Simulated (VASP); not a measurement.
# NiO (Fm-3m) in VASP: further runs, part 2 of 2

VASP 6.6.1. The steps go on from the part before.

## Step 3: Single point, PBE, collinear spin, ferromagnetic start (volume scaled by 1.06)

INCAR reads:

```
SYSTEM = NiO
  PREC = Accurate
  ENCUT = 520
  EDIFF = 1E-7
  ISMEAR = 0
  SIGMA = 0.1
  LREAL = .FALSE.
  LASPH = .TRUE.
  NELM = 150
  ALGO = Normal
  ISIF = 2
  LWAVE = .FALSE.
  LCHARG = .FALSE.
  ISPIN = 2
  MAGMOM = 1.6 0.32
  LORBIT = 11
  LMAXMIX = 4
  GGA = PE
  NBANDS = 19
```

KPOINTS reads:

```
Automatic mesh
0
G
  18 18 18
  0 0 0
```

POSCAR reads:

```
NiO
1.0
    0.0000000000      2.1495234704      2.1495234704
    2.1495234704      0.0000000000      2.1495234704
    2.1495234704      2.1495234704      0.0000000000
Ni O
1 1
Direct
    0.0000000000      0.0000000000      0.0000000000
    0.5000000000      0.5000000000      0.5000000000
```

Potentials or basis: VASP PAW PBE potentials, release 64 (Ni, O).

Command:

```bash
$ cat potpaw_PBE.64/Ni/POTCAR potpaw_PBE.64/O/POTCAR > POTCAR
$ mpirun -np 1 vasp_std > vasp.out
```

OUTCAR:

```text
SYSTEM = NiO
   PREC = Accurate
   ENCUT = 520
   EDIFF = 1E-7
   ISMEAR = 0
   LREAL = .FALSE.
   LASPH = .TRUE.
   NELM = 150
   ISIF = 2
   ISPIN = 2
   LORBIT = 11
   GGA = PE

 ion  position               nearest neighbor table
   1  0.000  0.000  0.000-   2 2.15   2 2.15   2 2.15   2 2.15   2 2.15   2 2.15
   2  0.500  0.500  0.500-   1 2.15   1 2.15   1 2.15   1 2.15   1 2.15   1 2.15

  LATTYP: Found a face centered cubic cell.
 ALAT       =     4.2990469408

  Lattice vectors:

 A1 = (   0.0000000000,   2.1495234704,   2.1495234704)
 A2 = (   2.1495234704,   0.0000000000,   2.1495234704)
 A3 = (   2.1495234704,   2.1495234704,   0.0000000000)

[... 1268 lines left out ...]

 VOLUME and BASIS-vectors are now :
 -----------------------------------------------------------------------------
  energy-cutoff  :      520.00
  volume of cell :       19.86
      direct lattice vectors                 reciprocal lattice vectors
     0.000000000  2.149523470  2.149523470    -0.232609696  0.232609696  0.232609696
     2.149523470  0.000000000  2.149523470     0.232609696 -0.232609696  0.232609696
     2.149523470  2.149523470  0.000000000     0.232609696  0.232609696 -0.232609696

 POSITION                                       TOTAL-FORCE (eV/Angst)
 -----------------------------------------------------------------------------------
      0.00000      0.00000      0.00000        -0.000000     -0.000000     -0.000000
      2.14952      2.14952      2.14952         0.000000      0.000000      0.000000
 -----------------------------------------------------------------------------------
    total drift:                                0.000000     -0.000000     -0.000000

  FREE ENERGIE OF THE ION-ELECTRON SYSTEM (eV)
  ---------------------------------------------------
  free  energy   TOTEN  =       -11.4485716352 eV

  energy  without entropy=      -11.4438346236  energy(sigma->0) =      -11.44620313

 total charge

# of ion       s       p       d       tot
------------------------------------------
    1        0.307   0.344   8.183   8.834
    2        1.556   3.385   0.000   4.941
--------------------------------------------------
tot          1.863   3.729   8.183  13.775

 magnetization (x)

# of ion       s       p       d       tot
------------------------------------------
    1        0.011   0.013   1.513   1.536
    2        0.026   0.273   0.000   0.299
--------------------------------------------------
tot          0.036   0.286   1.513   1.835
```

OSZICAR:

```text
N       E                     dE             d eps       ncg     rms          rms(c)
DAV:   1     0.881181634545E+02    0.88118E+02   -0.70089E+03 15558   0.102E+03
DAV:   2    -0.808966214979E+01   -0.96208E+02   -0.83294E+02 15385   0.236E+02
DAV:   3    -0.137949790647E+02   -0.57053E+01   -0.54371E+01 17056   0.581E+01
DAV:   4    -0.138498762827E+02   -0.54897E-01   -0.54839E-01 16434   0.557E+00
DAV:   5    -0.138507642876E+02   -0.88800E-03   -0.88793E-03 16717   0.709E-01    0.145E+01
DAV:   6    -0.131077744249E+02    0.74299E+00   -0.15605E+01 19331   0.625E+01    0.212E+01
DAV:   7    -0.114770220990E+02    0.16308E+01   -0.61951E+00 18962   0.526E+01    0.607E+00
DAV:   8    -0.114566673768E+02    0.20355E-01   -0.28981E-01 18835   0.860E+00    0.409E+00
DAV:   9    -0.114442803030E+02    0.12387E-01   -0.84388E-02 20741   0.596E+00    0.166E+00
DAV:  10    -0.114503749484E+02   -0.60946E-02   -0.19960E-02 18092   0.111E+00    0.972E-01
DAV:  11    -0.114487158640E+02    0.16591E-02   -0.59744E-03 20022   0.196E+00    0.234E-01
DAV:  12    -0.114485625102E+02    0.15335E-03   -0.19487E-03 20852   0.760E-01    0.868E-02
DAV:  13    -0.114485649833E+02   -0.24730E-05   -0.22617E-04 20516   0.257E-01    0.312E-02
DAV:  14    -0.114485670956E+02   -0.21124E-05   -0.22016E-05 17200   0.996E-02    0.252E-02
DAV:  15    -0.114485713484E+02   -0.42528E-05   -0.28570E-06 18107   0.329E-02    0.117E-02
DAV:  16    -0.114485714895E+02   -0.14104E-06   -0.24040E-06 20717   0.396E-02    0.212E-03
DAV:  17    -0.114485716364E+02   -0.14690E-06   -0.49561E-07 15501   0.555E-03    0.163E-03
DAV:  18    -0.114485716352E+02    0.11278E-08   -0.17253E-08  7785   0.216E-03
   1 F= -.11448572E+02 E0= -.11446203E+02  d E =-.473701E-02  mag=     1.8854
```

Run time: 71 s. Hardware: 1 thread of Intel Xeon Platinum 8559C (Emerald Rapids), shared host; peak memory 0.23 GiB.

What came out:

```
Free energy                                           : -11.4486 eV
Pressure                                              : -9.1 GPa
Net moment                                            : 1.89 μB per cell
Site moments                                          : Ni +1.54; O +0.30 μB
Valence electrons inside the program's atomic spheres : Ni 8.83; O 4.94
```

Caveat: a cell with one magnetic atom can't hold antiferromagnetic order, which such compounds often take; semilocal functionals often make such compounds metallic where correlation or magnetic order opens a gap, which also shifts bond lengths.

## Step 4: Comparison with measurements

Step 2. Against the measured gap of NiO, 4.3 eV (quoted in “Local correlations, non-local screening, multiplets, and band formation in NiO”, 2012, arxiv:1210.6675), the calculated 0.00 eV is off by -4.30 eV. So large a miss can be the level of theory's own, or it may mean another phase, state or a wrong row. The value is that of PBE on a finite k mesh, which can miss the band edges, without temperature or zero-point motion. Semilocal functionals fall short of measured gaps as a rule. The run's magnetic order (collinear spin, ferromagnetic start) needn't be the measured crystal's.
